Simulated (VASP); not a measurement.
# Tc (P6_3/mmc) in VASP: single point with PBE

Aim: the single point of Tc with PBE.

Program: VASP 6.6.1. These are calculated values, not measurements. Logs are shortened: lines on timing, memory, paths and dates and some standing lists are left out, and cuts for length are marked.

### Step 1. The cell of the first run

It takes space group P6_3/mmc (No. 194, hexagonal). Conventional cell: a = 2.740 Å, b = 2.740 Å, c = 4.398 Å, α = 90.00°, β = 90.00°, γ = 120.00°. Tc (site symmetry -6m2) has 12 Tc at 2.71 to 2.74 Å within 3.6 Å.

### Step 2. Single point, PBE

Input file INCAR:

```
PREC = Accurate ; ENCUT = 520
EDIFF = 1E-7 ; ISMEAR = -1
SIGMA = 0.05 ; LREAL = F
LASPH = T ; NELM = 100
ALGO = Normal ; ISIF = 2
LWAVE = F ; LCHARG = F
GGA = PE ; NBANDS = 20
```

Input file KPOINTS:

```
Automatic mesh
0
Gamma
  14 14 8
```

Input file POSCAR:

```
Tc
1.0
    2.7400000000      0.0000000000      0.0000000000
   -1.3700000000      2.3729100000      0.0000000000
    0.0000000000      0.0000000000      4.3980000000
Tc
2
Direct
    0.3333333333      0.6666666667      0.2500000000
    0.6666666667      0.3333333333      0.7500000000
```

Potentials or basis: VASP PAW PBE potentials, release 64 (Tc_pv).

Launch:

```sh
$ cat potpaw_PBE.64/Tc_pv/POTCAR > POTCAR
$ mpirun -np 1 vasp_std > vasp.out
```

OUTCAR:

```text
PREC = Accurate
   ENCUT = 520
   EDIFF = 1E-7
   ISMEAR = -1
   LREAL = F
   LASPH = T
   NELM = 100
   ISIF = 2
   GGA = PE

 ion  position               nearest neighbor table
   1  0.333  0.667  0.250-   2 2.71   2 2.71   2 2.71   2 2.71   2 2.71   2 2.71
   2  0.667  0.333  0.750-   1 2.71   1 2.71   1 2.71   1 2.71   1 2.71   1 2.71

  LATTYP: Found a hexagonal cell.
 ALAT       =     2.7400000000
 C/A-ratio  =     1.6051094891

  Lattice vectors:

 A1 = (   2.7400000000,   0.0000000000,   0.0000000000)
 A2 = (  -1.3700000000,   2.3729100000,   0.0000000000)
 A3 = (   0.0000000000,   0.0000000000,   4.3980000000)

Analysis of symmetry for initial positions (statically):
=====================================================================
 Subroutine PRICEL returns:
 Original cell was already a primitive cell.

 Routine SETGRP: Setting up the symmetry group for a
 hexagonal supercell.

 Subroutine GETGRP returns: Found 24 space group operations
 (whereof 12 operations were pure point group operations)
 out of a pool of 24 trial point group operations.

The static configuration has the point symmetry D_3d.
 The point group associated with its full space group is D_6h.

Analysis of symmetry for dynamics (positions and initial velocities):
=====================================================================
 Subroutine PRICEL returns:
 Original cell was already a primitive cell.

 Routine SETGRP: Setting up the symmetry group for a
 hexagonal supercell.

 Subroutine GETGRP returns: Found 24 space group operations
 (whereof 12 operations were pure point group operations)
 out of a pool of 24 trial point group operations.

The dynamic configuration has the point symmetry D_3d.
 The point group associated with its full space group is D_6h.

 Subroutine INISYM returns: Found 24 space group operations
 (whereof 12 operations are pure point group operations),
 and found     1 'primitive' translations

----------------------------------------------------------------------------------------

                                     Primitive cell

  volume of cell :      28.5948

  direct lattice vectors                    reciprocal lattice vectors
     2.740000000  0.000000000  0.000000000     0.364963504  0.210711742  0.000000000
    -1.370000000  2.372910000  0.000000000     0.000000000  0.421423484  0.000000000
     0.000000000  0.000000000  4.398000000     0.000000000  0.000000000  0.227376080

  length of vectors
     2.740000000  2.740000341  4.398000000     0.421423537  0.421423484  0.227376080

  position of ions in fractional coordinates (direct lattice)
     0.333333333  0.666666667  0.250000000
     0.666666667  0.333333333  0.750000000

  ion indices of the primitive-cell ions
   primitive index   ion index
                 1           1
                 2           2

----------------------------------------------------------------------------------------

 KPOINTS: Automatic mesh

Automatic generation of k-mesh.
 Grid dimensions read from file:
 generate k-points for:   14   14    8

 Generating k-lattice:

  Cartesian coordinates                     Fractional coordinates (reciprocal lattice)
     0.026068822  0.015050839  0.000000000     0.071428571  0.000000000  0.000000000
     0.000000000  0.030101677  0.000000000     0.000000000  0.071428571  0.000000000
     0.000000000  0.000000000  0.028422010     0.000000000  0.000000000  0.125000000

  Length of vectors
     0.030101681  0.030101677  0.028422010

  Shift w.r.t. Gamma in fractional coordinates (k-lattice)
     0.000000000  0.000000000  0.000000000

 Subroutine IBZKPT returns following result:
 ===========================================

 Found    120 irreducible k-points:

 Following reciprocal coordinates:
            Coordinates               Weight
  0.000000  0.000000  0.000000      1.000000
  0.071429 -0.000000  0.000000      6.000000
  0.142857  0.000000  0.000000      6.000000
  0.214286  0.000000  0.000000      6.000000
  0.285714  0.000000  0.000000      6.000000
  0.357143 -0.000000  0.000000      6.000000
[... 16 lines left out ...]
  0.285714  0.285714  0.000000      6.000000
  0.357143  0.285714  0.000000      6.000000
 [... further k-points ...]
   k-points           NKPTS =    120   k-points in BZ     NKDIM =    120   number of bands    NBANDS=     20
   number of dos      NEDOS =    301   number of ions     NIONS =      2
   total plane-waves  NPLWV =  14400
   dimension x,y,z NGX =    20 NGY =   20 NGZ =   36
   dimension x,y,z NGXF=    40 NGYF=   40 NGZF=   72
   ions per type =               2
   NGX,Y,Z   is equivalent  to a cutoff of  12.13, 12.13, 13.61 a.u.
   NGXF,Y,Z  is equivalent  to a cutoff of  24.27, 24.27, 27.22 a.u.
 SYSTEM =  unknown system
   PREC   = accura    normal or accurate (medium, high low for compatibility)
   ISTART =      0    job   : 0-new  1-cont  2-samecut
   ICHARG =      2    charge: 1-file 2-atom 10-const
   ISPIN  =      1    spin polarized calculation?
   LNONCOLLINEAR =      F non collinear calculations
   LSORBIT =      F    spin-orbit coupling
   LASPH  =      T    aspherical Exc in radial PAW
   ENCUT  =  520.0 eV  38.22 Ry    6.18 a.u.   5.09  5.09  8.18*2*pi/ulx,y,z
   NELM   =    100;   NELMIN=  2; NELMDL= -5     # of ELM steps
   EDIFF  = 0.1E-06   stopping-criterion for ELM
   LREAL  =      F    real-space projection
   EDIFFG = 0.1E-05   stopping-criterion for IOM
   NSW    =      0    number of steps for IOM
   IBRION =     -1    ionic relax: 0-MD 1-quasi-New 2-CG
   NFREE  =      0    steps in history (QN), initial steepest desc. (CG)
   ISIF   =      2    stress and relaxation
   ISYM   =      2    0-nonsym 1-usesym 2-fastsym
   POTIM  = 0.5000    time-step for ionic-motion
   TEBEG  =    0.0;   TEEND  =   0.0 temperature during run
   PSTRESS=    0.0 pullay stress
   NELECT =      26.0000    total number of electrons
   NUPDOWN=      -1.0000    fix difference up-down
   EMIN   =  10.00;   EMAX   =-10.00  energy-range for DOS
   EFERMI =   0.00;   METHOD = LEGACY
   ISMEAR =    -1;   SIGMA  =   0.05  broadening in eV -4-tet -1-fermi 0-gaus
   EFERMI_NEDOS =   21; number of points for ismear=-14 and -15
   IALGO  =     38    algorithm
   IMIX   =      4    mixing-type and parameters
     AMIX     =   0.40;   BMIX     =  1.00
     AMIX_MAG =   1.60;   BMIX_MAG =  1.00
  volume/ion in A,a.u.               =      14.30        96.48
  Fermi-wavevector in a.u.,A,eV,Ry     =   1.586002  2.997108 34.224105  2.515401
  Thomas-Fermi vector in A             =   2.685380
   LORBIT       =      0    0 simple, 1 ext, 2 COOP (PROOUT), +10 PAW based schemes
   GGA     = PE    functional components
   LHFCALC =     F    Hartree Fock is set to
   AEXX    =    0.0000 exact exchange contribution
   IVDW    =     0    specifies the selected vdW correction
   LEPSILON=     F    determine dielectric tensor
   LRPA    =     F    only Hartree local field effects (RPA)
 non-spin polarized calculation
  energy-cutoff  :      520.00
  volume of cell :       28.59
 maximum number of plane-waves:       786
   NGX = 11   NGY = 11   NGZ = 17

 number of electron      25.9999998 magnetization

 Free energy of the ion-electron system (eV)
  ---------------------------------------------------
  ext. energy  EPLUGINS =         0.00000000
  ---------------------------------------------------
  free energy    TOTEN  =       -20.70719948 eV

  energy without entropy =      -20.69020716  energy(sigma->0) =      -20.69870332

 E-fermi :  12.6379     XC(G=0): -13.8025

 val. band max:       12.6315372349   @ k =   0.3571   0.1429   0.2500
 cond. band min:      12.6472049141   @ k =   0.2143   0.0000   0.2500
 fundamental gap:      0.0156676792
 Fermi energy:        12.6379469982

 k-point     1 :       0.0000    0.0000    0.0000
  band No.  band energies     occupation
      1     -26.7879      2.00000
      2     -25.6779      2.00000
      3     -25.6779      2.00000
      4     -25.4921      2.00000
      5     -25.4921      2.00000
      6     -25.4560      2.00000
[... 12 lines left out ...]
     19      23.7300      0.00000
     20      26.9796      0.00000

 k-point     2 :       0.0714   -0.0000    0.0000
  band No.  band energies     occupation
      1     -26.7671      2.00000
      2     -25.7251      2.00000
      3     -25.6932      2.00000
      4     -25.5412      2.00000
      5     -25.4987      2.00000
      6     -25.4648      2.00000
[... 12 lines left out ...]
     19      23.7037      0.00000
     20      27.3630      0.00000

 k-point     3 :       0.1429    0.0000    0.0000
  band No.  band energies     occupation
      1     -26.7067      2.00000
      2     -25.8576      2.00000
      3     -25.7353      2.00000
      4     -25.6763      2.00000
      5     -25.5181      2.00000
      6     -25.4912      2.00000
[... 12 lines left out ...]
     19      23.5968      0.00000
     20      28.2846      0.00000

 k-point     4 :       0.2143    0.0000    0.0000
  band No.  band energies     occupation
      1     -26.6130      2.00000
      2     -26.0485      2.00000
      3     -25.8652      2.00000
      4     -25.7937      2.00000
      5     -25.5478      2.00000
      6     -25.5358      2.00000
[... 12 lines left out ...]
     19      23.3945      0.00000
     20      28.3234      0.00000

 k-point     5 :       0.2857    0.0000    0.0000
  band No.  band energies     occupation
      1     -26.4961      2.00000
      2     -26.2594      2.00000
      3     -26.0670      2.00000
      4     -25.8561      2.00000
      5     -25.5978      2.00000
      6     -25.5825      2.00000
[... 12 lines left out ...]
     19      23.1574      0.00000
     20      26.4492      0.00000
[... 353 lines left out ...]
      6     -25.7782      2.00000
[... 12 lines left out ...]
     19      23.7394      0.00000
     20      24.4224      0.00000

 k-point    22 :       0.3571    0.2143    0.0000
  band No.  band energies     occupation
      1     -26.5040      2.00000
      2     -26.3047      2.00000
      3     -26.1394      2.00000
      4     -26.1258      2.00000
      5     -25.8794      2.00000
      6     -25.8520      2.00000
[... 12 lines left out ...]
     19      22.8764      0.00000
     20      25.3935      0.00000

 k-point    23 :       0.2857    0.2857    0.0000
  band No.  band energies     occupation
      1     -26.4524      2.00000
      2     -26.3069      2.00000
      3     -26.1488      2.00000
      4     -26.1094      2.00000
      5     -25.9487      2.00000
      6     -25.8656      2.00000
[... 12 lines left out ...]
     19      22.1171      0.00000
     20      25.7291      0.00000

 k-point    24 :       0.3571    0.2857    0.0000
  band No.  band energies     occupation
      1     -26.4534      2.00000
      2     -26.2466      2.00000
      3     -26.2333      2.00000
      4     -26.0373      2.00000
      5     -25.9953      2.00000
      6     -25.9299      2.00000
[... 12 lines left out ...]
     19      21.4729      0.00000
     20      26.7914      0.00000

 [... further k-points ...]

------------------------ aborting loop because EDIFF is reached ----------------------------------------

  FORCE on cell =-STRESS in cart. coord.  units (eV):
  Direction    XX          YY          ZZ          XY          YZ          ZX
  --------------------------------------------------------------------------------------
  -------------------------------------------------------------------------------------
  Total        0.4726703      0.4726705      0.2795194      0.0000000      0.0000000     -0.0000000
  in kB       26.4838965     26.4839053     15.6615789      0.0000000      0.0000000     -0.0000000
  external PRESSURE =      22.8764602 kB  Pullay stress =       0.0000000 kB

 VOLUME and BASIS-vectors are now :
 -----------------------------------------------------------------------------
  energy-cutoff  :      520.00
  volume of cell :       28.59
      direct lattice vectors                 reciprocal lattice vectors
     2.740000000  0.000000000  0.000000000     0.364963504  0.210711742  0.000000000
    -1.370000000  2.372910000  0.000000000     0.000000000  0.421423484  0.000000000
     0.000000000  0.000000000  4.398000000     0.000000000  0.000000000  0.227376080

 POSITION                                       TOTAL-FORCE (eV/Angst)
 -----------------------------------------------------------------------------------
     -0.00000      1.58194      1.09950        -0.000000     -0.000000      0.000000
      1.37000      0.79097      3.29850         0.000000      0.000000      0.000000
 -----------------------------------------------------------------------------------
    total drift:                               -0.000000      0.000000     -0.000000

  FREE ENERGIE OF THE ION-ELECTRON SYSTEM (eV)
  ---------------------------------------------------
  free  energy   TOTEN  =       -20.7071994802 eV

  energy  without entropy=      -20.6902071595  energy(sigma->0) =      -20.69870332
```

Run time: 77 s. Hardware: 1 thread of Intel Xeon 8259CL, shared host; peak memory 0.18 GiB.

Results:

* Free energy: -20.7072 eV
* Pressure: 2.3 GPa
* Band gap on the k mesh: zero (bands 13 and 14 overlap by 3.35 eV)
